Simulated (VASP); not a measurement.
# SrO (Fm-3m) in VASP: settings compared, part 2 of 2

VASP 6.6.1. The steps go on from the part before.

## (3) Single point, PBE

The input, INCAR:

```
  PREC = Accurate
  ENCUT = 520
  EDIFF = 1E-6
  ISMEAR = 0
  SIGMA = 0.026000000000000002
  LREAL = F
  LASPH = T
  NELM = 80
  ALGO = Normal
  ISIF = 2
  LWAVE = F
  LCHARG = F
  GGA = PE
  NBANDS = 15
```

The input, KPOINTS:

```
regular mesh
0
Gamma
  9 9 9
```

The input, POSCAR:

```
SrO
1.0
    0.0000000000      2.5663000000      2.5663000000
    2.5663000000      0.0000000000      2.5663000000
    2.5663000000      2.5663000000      0.0000000000
Sr O
1 1
Direct
    0.5000000000      0.5000000000      0.5000000000
    0.0000000000      0.0000000000      0.0000000000
```

Potentials or basis: VASP PAW PBE potentials, release 64 (Sr_sv, O).

On the command line:

```
$ cat potpaw_PBE.64/Sr_sv/POTCAR potpaw_PBE.64/O/POTCAR > POTCAR
$ mpirun -np 1 vasp_std > vasp.out
```

OUTCAR:

```text
PREC = Accurate
   ENCUT = 520
   EDIFF = 1E-6
   ISMEAR = 0
   LREAL = F
   LASPH = T
   NELM = 80
   ISIF = 2
   GGA = PE

 ion  position               nearest neighbor table
   1  0.500  0.500  0.500-   2 2.57   2 2.57   2 2.57   2 2.57   2 2.57   2 2.57
   2  0.000  0.000  0.000-   1 2.57   1 2.57   1 2.57   1 2.57   1 2.57   1 2.57

  LATTYP: Found a face centered cubic cell.
 ALAT       =     5.1326000000

  Lattice vectors:

[... 616 lines left out ...]

 [... further k-points ...]

------------------------ aborting loop because EDIFF is reached ----------------------------------------

  FORCE on cell =-STRESS in cart. coord.  units (eV):
  Direction    XX          YY          ZZ          XY          YZ          ZX
  --------------------------------------------------------------------------------------
  -------------------------------------------------------------------------------------
  Total        0.8281785      0.8281785      0.8281785     -0.0000000      0.0000000     -0.0000000
  in kB       39.2538498     39.2538498     39.2538498     -0.0000000      0.0000000     -0.0000000
  external PRESSURE =      39.2538498 kB  Pullay stress =       0.0000000 kB

 VOLUME and BASIS-vectors are now :
 -----------------------------------------------------------------------------
  energy-cutoff  :      520.00
  volume of cell :       33.80
      direct lattice vectors                 reciprocal lattice vectors
     0.000000000  2.566300000  2.566300000    -0.194833028  0.194833028  0.194833028
     2.566300000  0.000000000  2.566300000     0.194833028 -0.194833028  0.194833028
     2.566300000  2.566300000  0.000000000     0.194833028  0.194833028 -0.194833028

 POSITION                                       TOTAL-FORCE (eV/Angst)
 -----------------------------------------------------------------------------------
      2.56630      2.56630      2.56630        -0.000000     -0.000000      0.000000
      0.00000      0.00000      0.00000         0.000000      0.000000      0.000000
 -----------------------------------------------------------------------------------
    total drift:                                0.000000      0.000000      0.000000

  FREE ENERGIE OF THE ION-ELECTRON SYSTEM (eV)
  ---------------------------------------------------
  free  energy   TOTEN  =       -12.0370188185 eV

  energy  without entropy=      -12.0370188185  energy(sigma->0) =      -12.03701882
```

Wall time 10 s (1 thread of AMD EPYC 9R45 (Zen 5), shared host); peak memory 0.13 GiB.

What came out:

* Free energy: -12.0370 eV
* Pressure: 3.9 GPa
* Band gap on the k mesh: 3.32 eV, indirect (least direct gap 3.41 eV)

A k mesh can miss the band edges. Expect the measured gap to be larger: semilocal functionals such as PBE lack the derivative discontinuity.

## (4) Single point, PBE

The input, INCAR:

```
  PREC = Accurate
  ENCUT = 520
  EDIFF = 1E-7
  ISMEAR = 0
  SIGMA = 0.027000000000000003
  LREAL = F
  LASPH = T
  NELM = 100
  ALGO = Normal
  ISIF = 2
  LWAVE = F
  LCHARG = T
  GGA = PE
  LELF = T
  LVHAR = T
  NBANDS = 15
```

The input, KPOINTS:

```
Automatic mesh
0
Gamma
  9 9 9
```

POSCAR is that of step 3.

On the command line:

```
$ cat potpaw_PBE.64/Sr_sv/POTCAR potpaw_PBE.64/O/POTCAR > POTCAR
$ mpirun -np 1 vasp_std > vasp.out
```

Wall time 13 s (1 thread of AMD EPYC 9R45 (Zen 5), shared host); peak memory 0.13 GiB.

The run converged. Its results:

```
Free energy            : -12.0370 eV
Pressure               : 3.9 GPa
Band gap on the k mesh : 3.32 eV, indirect (least direct gap 3.41 eV)
```

Levels at points of the mesh, in eV from the valence-band top:
```csv
k point,band 5,band 6,band 7,band 8,band 9,band 10,band 11,band 12
"(0.00, 0.00, 0.00)",-14.00,0.00,0.00,0.00,4.02,6.22,6.22,6.22
```

A k mesh can miss the band edges. As with any semilocal functional, this PBE gap is likely too small.

## (5) Single point, PBE+D3(BJ)

This run uses another cell than the first one, of 17.06 Å³/atom, 1.009 times its volume.

The input, INCAR:

```
SYSTEM = SrO
PREC = Accurate
ENCUT = 520
EDIFF = 1E-6
ISMEAR = -1
SIGMA = 0.05
LREAL = .False.
LASPH = .True.
NELM = 60
ALGO = Normal
ISIF = 2
LWAVE = .False.
LCHARG = .False.
GGA = PE
IVDW = 12
NBANDS = 15
```

The input, KPOINTS:

```
regular mesh
0
Gamma
  9 9 9
  0 0 0
```

The input, POSCAR:

```
SrO
1.0
    0.0000000000      2.5743574353      2.5743574353
    2.5743574353      0.0000000000      2.5743574353
    2.5743574353      2.5743574353      0.0000000000
Sr O
1 1
Direct
    0.5000000000      0.5000000000      0.5000000000
    0.0000000000      0.0000000000      0.0000000000
```

On the command line:

```
$ cat potpaw_PBE.64/Sr_sv/POTCAR potpaw_PBE.64/O/POTCAR > POTCAR
$ mpirun -np 1 vasp_std > vasp.out
```

Wall time 10 s (1 thread of AMD EPYC 9R45 (Zen 5), shared host); peak memory 0.14 GiB.

It converged, with:

* Free energy: -12.5336 eV
* Pressure: 0.6 GPa
* Band gap on the k mesh: 3.32 eV, indirect (least direct gap 3.42 eV)
* Dispersion energy per atom: -0.245 eV

Levels at points of the mesh, in eV from the valence-band top:
```csv
k point,band 6,band 7,band 8,band 9,band 10,band 11
"(0.00, 0.00, 0.00)",0.00,0.00,0.00,3.96,6.20,6.20
```

## (6) Single point, PBE+D4

This run uses another cell than the first one, of 17.18 Å³/atom, 1.016 times its volume.

The input, INCAR:

```
PREC     = Accurate       # precision mode
ENCUT    = 520            # plane-wave cutoff, eV
EDIFF    = 1E-6           # SCF threshold, eV
ISMEAR   = -1             # smearing method
SIGMA    = 0.05           # smearing width, eV
LREAL    = F              # projectors in reciprocal space
LASPH    = T              # aspherical terms in the spheres
NELM     = 80             # most SCF steps
ALGO     = Normal         # electronic algorithm
ISIF     = 2              # what is computed and relaxed
LWAVE    = F              # write WAVECAR
LCHARG   = F              # write CHGCAR
GGA      = PE             # functional
IVDW     = 13             # dispersion correction
NBANDS   = 15             # bands
```

The input, KPOINTS:

```
Automatic mesh
0
Gamma
  9 9 9
```

The input, POSCAR:

```
SrO
1.0
    0.0000000000      2.5802991757      2.5802991757
    2.5802991757      0.0000000000      2.5802991757
    2.5802991757      2.5802991757      0.0000000000
Sr O
1 1
Direct
    0.5000000000      0.5000000000      0.5000000000
    0.0000000000      0.0000000000      0.0000000000
```

Potentials or basis: VASP PAW PBE potentials, release 64 (Sr_sv, O).

On the command line:

```
$ cat potpaw_PBE.64/Sr_sv/POTCAR potpaw_PBE.64/O/POTCAR > POTCAR
$ mpirun -np 1 vasp_std > vasp.out
```

Wall time 11 s (1 thread of AMD EPYC 9R45 (Zen 5), shared host); peak memory 0.13 GiB.

Results (log left out):

```yaml
Free_energy: -12.3857 eV
Pressure: 0.6 GPa
Band_gap_on_the_k_mesh: 3.33 eV, indirect (least direct gap 3.43 eV)
Dispersion_energy_per_atom: -0.169 eV
```

Levels at points of the mesh, in eV from the valence-band top:
| k point | band 5 | band 6 | band 7 | band 8 | band 9 | band 10 | band 11 | band 12 |
| --- | --- | --- | --- | --- | --- | --- | --- | --- |
| (0.00, 0.00, 0.00) | -14.08 | 0.00 | 0.00 | 0.00 | 3.91 | 6.19 | 6.19 | 6.19 |

## (7) Overview

```tsv
level	cell	smearing	gap on the mesh (eV)	pressure (GPa)
PBE	a = 3.629 Å, angles 60.0°, 2 atoms	gaussian 0.025 eV	3.32	3.9
PBE	a = 3.629 Å, angles 60.0°, 2 atoms	gaussian 0.026 eV	3.32	3.9
PBE	a = 3.629 Å, angles 60.0°, 2 atoms	gaussian 0.027 eV	3.32	3.9
PBE+D3(BJ)	a = 3.641 Å, angles 60.0°, 2 atoms	fermi-dirac 0.05 eV	3.32	0.6
PBE+D4	a = 3.649 Å, angles 60.0°, 2 atoms	fermi-dirac 0.05 eV	3.33	0.6
```

Alike in all rows: task single point; potentials or basis VASP PAW PBE potentials, release 64 (Sr_sv, O); no spin polarisation; k mesh 9 × 9 × 9; cutoff (eV) 520.

On the cell as given the gap runs from 3.32 eV (PBE) to 3.32 eV (PBE).

Total energies depend on the potentials used, so only differences within one code and one set of settings carry meaning.
